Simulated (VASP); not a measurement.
# B (Fd-3m) in VASP: notebook

B is run at these levels: r2SCAN; tasks: single point.

Everything below comes from runs of VASP 6.6.1. Logs are shortened: lines on timing, memory, paths and dates and some standing lists are left out, and cuts for length are marked.

### 1 The cell of the first run

Symmetry: Fd-3m, No. 227, cubic system. The conventional cell has a = 4.983 Å, b = 4.983 Å, c = 4.983 Å, α = 90.00°, β = 90.00°, γ = 90.00°. B (site symmetry -3m) has 6 B at 1.76 Å within 2.3 Å.

### 2 Single point, r2SCAN

POSCAR

```
B
1.0
    0.0000000000      2.4917071519      2.4917071519
    2.4917071519      0.0000000000      2.4917071519
    2.4917071519      2.4917071519      0.0000000000
B
4
Direct
    0.0000000000      0.0000000000      0.0000000000
    0.5000000000      0.0000000000      0.0000000000
    0.0000000000      0.0000000000      0.5000000000
    0.0000000000      0.5000000000      0.0000000000
```

INCAR.step1

```
SYSTEM = B
PREC = Accurate ; ENCUT = 520
ISMEAR = -1 ; SIGMA = 0.1
LREAL = .False. ; LASPH = .True.
NELM = 80 ; NBANDS = 14
GGA = PE ; ALGO = Normal
EDIFF = 1E-4 ; LWAVE = .True.
LCHARG = .False.
```

INCAR.step2

```
SYSTEM = B
PREC = Accurate ; ENCUT = 520
EDIFF = 1E-6 ; ISMEAR = -1
SIGMA = 0.1 ; LREAL = .False.
LASPH = .True. ; NELM = 80
ALGO = Normal ; ISIF = 2
LWAVE = .False. ; LCHARG = .False.
METAGGA = R2SCAN ; LMIXTAU = .True.
NBANDS = 14 ; ISTART = 1
```

KPOINTS

```
regular mesh
0
Gamma
  8 8 8
  0 0 0
```

Potentials or basis: VASP PAW PBE potentials, release 64 (B).

Command:

```sh
$ cat potpaw_PBE.64/B/POTCAR > POTCAR
$ cp INCAR.step1 INCAR
$ mpirun -np 1 vasp_std > vasp.out
$ cp INCAR.step2 INCAR
$ mpirun -np 1 vasp_std > vasp.out
```

OUTCAR:

```text
SYSTEM = B
   PREC = Accurate
   ENCUT = 520
   EDIFF = 1E-6
   ISMEAR = -1
   LREAL = .False.
   LASPH = .True.
   NELM = 80
   ISIF = 2
   METAGGA = R2SCAN
   ISTART = 1

 ion  position               nearest neighbor table
   1  0.000  0.000  0.000-   2 1.76   3 1.76   4 1.76   3 1.76   4 1.76   2 1.76
   2  0.500  0.000  0.000-   1 1.76   3 1.76   4 1.76   1 1.76   3 1.76   4 1.76
   3  0.000  0.000  0.500-   1 1.76   1 1.76   2 1.76   4 1.76   4 1.76   2 1.76
   4  0.000  0.500  0.000-   1 1.76   3 1.76   1 1.76   2 1.76   3 1.76   2 1.76

  LATTYP: Found a face centered cubic cell.
 ALAT       =     4.9834143038

  Lattice vectors:

 A1 = (   0.0000000000,   2.4917071519,   2.4917071519)
 A2 = (   2.4917071519,   0.0000000000,   2.4917071519)
 A3 = (   2.4917071519,   2.4917071519,   0.0000000000)

Analysis of symmetry for initial positions (statically):
=====================================================================
 Subroutine PRICEL returns:
 Original cell was already a primitive cell.

 Routine SETGRP: Setting up the symmetry group for a
 face centered cubic supercell.

 Subroutine GETGRP returns: Found 48 space group operations
 (whereof 12 operations were pure point group operations)
 out of a pool of 48 trial point group operations.

The static configuration has the point symmetry D_3d.
 The point group associated with its full space group is O_h .

Analysis of symmetry for dynamics (positions and initial velocities):
=====================================================================
 Subroutine PRICEL returns:
 Original cell was already a primitive cell.

 Routine SETGRP: Setting up the symmetry group for a
 face centered cubic supercell.

 Subroutine GETGRP returns: Found 48 space group operations
 (whereof 12 operations were pure point group operations)
 out of a pool of 48 trial point group operations.

The dynamic configuration has the point symmetry D_3d.
 The point group associated with its full space group is O_h .

 Subroutine INISYM returns: Found 48 space group operations
 (whereof 12 operations are pure point group operations),
 and found     1 'primitive' translations

----------------------------------------------------------------------------------------

                                     Primitive cell

  volume of cell :      30.9400

  direct lattice vectors                    reciprocal lattice vectors
     0.000000000  2.491707152  2.491707152    -0.200665636  0.200665636  0.200665636
     2.491707152  0.000000000  2.491707152     0.200665636 -0.200665636  0.200665636
[... 105 lines left out ...]
   EFERMI_NEDOS =   21; number of points for ismear=-14 and -15
   IALGO  =     38    algorithm
   IMIX   =      4    mixing-type and parameters
     AMIX     =   0.40;   BMIX     =  1.00
     AMIX_MAG =   1.60;   BMIX_MAG =  1.00
  volume/ion in A,a.u.               =       7.74        52.20
  Fermi-wavevector in a.u.,A,eV,Ry     =   1.193882  2.256111 19.393138  1.425355
  Thomas-Fermi vector in A             =   2.329886
   LORBIT       =      0    0 simple, 1 ext, 2 COOP (PROOUT), +10 PAW based schemes
   METAGGA = R2SCAN    functional components
   LHFCALC =     F    Hartree Fock is set to
   AEXX    =    0.0000 exact exchange contribution
   IVDW    =     0    specifies the selected vdW correction
   LEPSILON=     F    determine dielectric tensor
   LRPA    =     F    only Hartree local field effects (RPA)
 non-spin polarized calculation
  energy-cutoff  :      520.00
  volume of cell :       30.94
 maximum number of plane-waves:       869
 NGX is ok and might be reduce to    28
   NGX = 13   NGY = 13   NGZ = 13

 number of electron      12.0000000 magnetization

 Free energy of the ion-electron system (eV)
  ---------------------------------------------------
  ext. energy  EPLUGINS =         0.00000000
  ---------------------------------------------------
  free energy    TOTEN  =       -26.40220025 eV

  energy without entropy =      -26.38173346  energy(sigma->0) =      -26.39196685

 E-fermi :   5.2168     XC(G=0): -12.0548

 val. band max:        5.0691278353   @ k =   0.5000   0.1250   0.0000
 cond. band min:       5.2282724793   @ k =  -0.3750   0.1250   0.0000
 fundamental gap:      0.1591446440
 Fermi energy:         5.2167776800

 k-point     1 :       0.0000    0.0000    0.0000
  band No.  band energies     occupation
      1     -11.1703      2.00000
      2      -4.2492      2.00000
      3       1.9111      2.00000
      4       1.9111      2.00000
      5       1.9111      2.00000
      6       6.9754      0.00000
      7       6.9754      0.00000
      8       8.2475      0.00000
      9       8.2475      0.00000
     10       8.2475      0.00000
     11      12.3662      0.00000
     12      18.6696      0.00000
     13      18.6696      0.00000
     14      18.6696      0.00000
[... 377 lines left out ...]
      1      -8.4655      2.00000
      2      -6.6621      2.00000
      3      -2.5222      2.00000
      4       0.3499      2.00000
      5       2.3309      2.00000
      6       4.7700      1.97731
      7       6.3029      0.00004
      8       8.5322      0.00000
      9      11.7800      0.00000
     10      14.7583      0.00000
     11      17.1585      0.00000
     12      17.1634      0.00000
     13      18.4052      0.00000
     14      21.8317      0.00000

 [... further k-points ...]

------------------------ aborting loop because EDIFF is reached ----------------------------------------

  FORCE on cell =-STRESS in cart. coord.  units (eV):
  Direction    XX          YY          ZZ          XY          YZ          ZX
  --------------------------------------------------------------------------------------
  -------------------------------------------------------------------------------------
  Total       -0.0117034     -0.0117034     -0.0117034     -0.0000000     -0.0000000     -0.0000000
  in kB       -0.6060416     -0.6060416     -0.6060416     -0.0000000     -0.0000000     -0.0000000
  external PRESSURE =      -0.6060416 kB  Pullay stress =       0.0000000 kB

 VOLUME and BASIS-vectors are now :
 -----------------------------------------------------------------------------
  energy-cutoff  :      520.00
  volume of cell :       30.94
      direct lattice vectors                 reciprocal lattice vectors
     0.000000000  2.491707152  2.491707152    -0.200665636  0.200665636  0.200665636
     2.491707152  0.000000000  2.491707152     0.200665636 -0.200665636  0.200665636
     2.491707152  2.491707152  0.000000000     0.200665636  0.200665636 -0.200665636

 POSITION                                       TOTAL-FORCE (eV/Angst)
 -----------------------------------------------------------------------------------
      0.00000      0.00000      0.00000        -0.000000     -0.000000      0.000000
      0.00000      1.24585      1.24585         0.000000      0.000000      0.000000
      1.24585      1.24585      0.00000         0.000000      0.000000      0.000000
      1.24585      0.00000      1.24585        -0.000000     -0.000000     -0.000000
 -----------------------------------------------------------------------------------
    total drift:                               -0.000000     -0.000000     -0.000000

  FREE ENERGIE OF THE ION-ELECTRON SYSTEM (eV)
  ---------------------------------------------------
  free  energy   TOTEN  =       -26.4022002502 eV

  energy  without entropy=      -26.3817334585  energy(sigma->0) =      -26.39196685
```

Run time: 35 s. Hardware: 1 thread of Intel Xeon Platinum 8488C (Sapphire Rapids), shared host; peak memory 0.15 GiB.

Results:

```yaml
Free_energy: -26.4022 eV
Pressure: -0.1 GPa
Band_gap_on_the_k_mesh: zero (band 6 reaches 6.98 eV, above the bottom of band 7 at 3.23 eV)
```

Levels at points of the mesh, in eV from the Fermi level:
```tsv
k point	band 4	band 5	band 6	band 7	band 8	band 9
(0.00, 0.00, 0.00)	-3.31	-3.31	1.76	1.76	3.03	3.03
(0.50, 0.00, 0.00)	-2.00	-2.00	-1.99	-1.99	6.74	6.74
(0.50, 0.50, 0.00)	-5.40	-4.94	-4.94	6.48	6.48	7.38
```

Caveat: the PAW data sets were made with another functional, which shifts forces and pressure a little.

### 3 Single point, r2SCAN

POSCAR

```
B
1.0
    0.0000000000      2.4917071010      2.4917071010
    2.4917071010      0.0000000000      2.4917071010
    2.4917071010      2.4917071010      0.0000000000
B
4
Direct
    0.0000000000      0.0000000000      0.0000000000
    0.5000000000      0.0000000000      0.0000000000
    0.0000000000      0.0000000000      0.5000000000
    0.0000000000      0.5000000000      0.0000000000
```

INCAR.step1

```
SYSTEM = B
PREC     = Accurate       ! precision mode
ENCUT    = 520            ! plane-wave cutoff, eV
ISMEAR   = -1             ! smearing method
SIGMA    = 0.1            ! smearing width, eV
LREAL    = .FALSE.        ! projectors in reciprocal space
LASPH    = .TRUE.         ! aspherical terms in the spheres
NELM     = 80             ! most SCF steps
NBANDS   = 14             ! bands
GGA      = PE             ! functional
ALGO     = Normal         ! electronic algorithm
EDIFF    = 1E-4           ! SCF threshold, eV
LWAVE    = .TRUE.         ! write WAVECAR
LCHARG   = .FALSE.        ! write CHGCAR
```

INCAR.step2

```
SYSTEM = B
PREC     = Accurate       ! precision mode
ENCUT    = 520            ! plane-wave cutoff, eV
EDIFF    = 1E-6           ! SCF threshold, eV
ISMEAR   = -1             ! smearing method
SIGMA    = 0.1            ! smearing width, eV
LREAL    = .FALSE.        ! projectors in reciprocal space
LASPH    = .TRUE.         ! aspherical terms in the spheres
NELM     = 80             ! most SCF steps
ALGO     = Normal         ! electronic algorithm
ISIF     = 2              ! what is computed and relaxed
LWAVE    = .FALSE.        ! write WAVECAR
LCHARG   = .FALSE.        ! write CHGCAR
METAGGA  = R2SCAN         ! meta-GGA
LMIXTAU  = .TRUE.       
NBANDS   = 14             ! bands
ISTART   = 1
```

KPOINTS

```
regular mesh
0
G
  8 8 8
  0 0 0
```

Potentials or basis: VASP PAW PBE potentials, release 64 (B).

Command:

```sh
$ cat potpaw_PBE.64/B/POTCAR > POTCAR
$ cp INCAR.step1 INCAR
$ mpirun -np 1 vasp_std > vasp.out
$ cp INCAR.step2 INCAR
$ mpirun -np 1 vasp_std > vasp.out
```

OUTCAR:

```text
SYSTEM = B
   PREC = Accurate
   ENCUT = 520
   EDIFF = 1E-6
   ISMEAR = -1
   LREAL = .FALSE.
   LASPH = .TRUE.
   NELM = 80
   ISIF = 2
   METAGGA = R2SCAN
   ISTART = 1

 ion  position               nearest neighbor table
   1  0.000  0.000  0.000-   2 1.76   3 1.76   4 1.76   3 1.76   4 1.76   2 1.76
   2  0.500  0.000  0.000-   1 1.76   3 1.76   4 1.76   1 1.76   3 1.76   4 1.76
   3  0.000  0.000  0.500-   1 1.76   1 1.76   2 1.76   4 1.76   4 1.76   2 1.76
   4  0.000  0.500  0.000-   1 1.76   3 1.76   1 1.76   2 1.76   3 1.76   2 1.76

  LATTYP: Found a face centered cubic cell.
 ALAT       =     4.9834142020
[... 608 lines left out ...]
  --------------------------------------------------------------------------------------
  -------------------------------------------------------------------------------------
  Total       -0.0117010     -0.0117010     -0.0117010      0.0000000     -0.0000000     -0.0000000
  in kB       -0.6059154     -0.6059154     -0.6059154      0.0000000     -0.0000000     -0.0000000
  external PRESSURE =      -0.6059154 kB  Pullay stress =       0.0000000 kB

 VOLUME and BASIS-vectors are now :
 -----------------------------------------------------------------------------
  energy-cutoff  :      520.00
  volume of cell :       30.94
      direct lattice vectors                 reciprocal lattice vectors
     0.000000000  2.491707101  2.491707101    -0.200665640  0.200665640  0.200665640
     2.491707101  0.000000000  2.491707101     0.200665640 -0.200665640  0.200665640
     2.491707101  2.491707101  0.000000000     0.200665640  0.200665640 -0.200665640

 POSITION                                       TOTAL-FORCE (eV/Angst)
 -----------------------------------------------------------------------------------
      0.00000      0.00000      0.00000        -0.000000     -0.000000      0.000000
      0.00000      1.24585      1.24585         0.000000     -0.000000      0.000000
      1.24585      1.24585      0.00000         0.000000      0.000000      0.000000
      1.24585      0.00000      1.24585        -0.000000     -0.000000     -0.000000
 -----------------------------------------------------------------------------------
    total drift:                               -0.000000     -0.000000      0.000000

  FREE ENERGIE OF THE ION-ELECTRON SYSTEM (eV)
  ---------------------------------------------------
  free  energy   TOTEN  =       -26.4022002515 eV

  energy  without entropy=      -26.3817334616  energy(sigma->0) =      -26.39196686
```

OSZICAR.step1:

```text
N       E                     dE             d eps       ncg     rms          rms(c)
DAV:   1     0.152397019703E+02    0.15240E+02   -0.58192E+03   812   0.786E+02
DAV:   2    -0.237911690207E+02   -0.39031E+02   -0.36630E+02  1036   0.155E+02
DAV:   3    -0.248362573859E+02   -0.10451E+01   -0.10397E+01  1096   0.206E+01
DAV:   4    -0.248399987449E+02   -0.37414E-02   -0.37409E-02   944   0.132E+00
DAV:   5    -0.248400184335E+02   -0.19689E-04   -0.19689E-04  1082   0.919E-02    0.502E+00
DAV:   6    -0.241756015696E+02    0.66442E+00   -0.44009E-01  1040   0.387E+00    0.290E+00
DAV:   7    -0.239603948549E+02    0.21521E+00   -0.49468E-01  1064   0.416E+00    0.569E-01
DAV:   8    -0.239650945404E+02   -0.46997E-02   -0.24870E-02   926   0.101E+00    0.578E-02
DAV:   9    -0.239651558090E+02   -0.61269E-04   -0.14878E-04   988   0.795E-02
   1 F= -.23965156E+02 E0= -.23954785E+02  d E =-.207420E-01
```

Wall time 36 s (1 thread of Intel Xeon Platinum 8488C (Sapphire Rapids), shared host); peak memory 0.15 GiB.

Results:

```yaml
Free_energy: -26.4022 eV
Pressure: -0.1 GPa
Band_gap_on_the_k_mesh: zero (band 6 reaches 6.98 eV, above the bottom of band 7 at 3.23 eV)
```

Levels at points of the mesh, in eV from the Fermi level:
```tsv
k point	band 3	band 4	band 5	band 6	band 7	band 8	band 9	band 10
(0.00, 0.00, 0.00)	-3.31	-3.31	-3.31	1.76	1.76	3.03	3.03	3.03
(0.50, 0.00, 0.00)	-7.05	-2.00	-2.00	-1.99	-1.99	6.74	6.74	6.83
(0.50, 0.50, 0.00)	-5.40	-5.40	-4.94	-4.94	6.48	6.48	7.38	7.38
```

Caveat: the PAW data sets were made with another functional, which shifts forces and pressure a little.

(Part 1 of 2 ends here.)
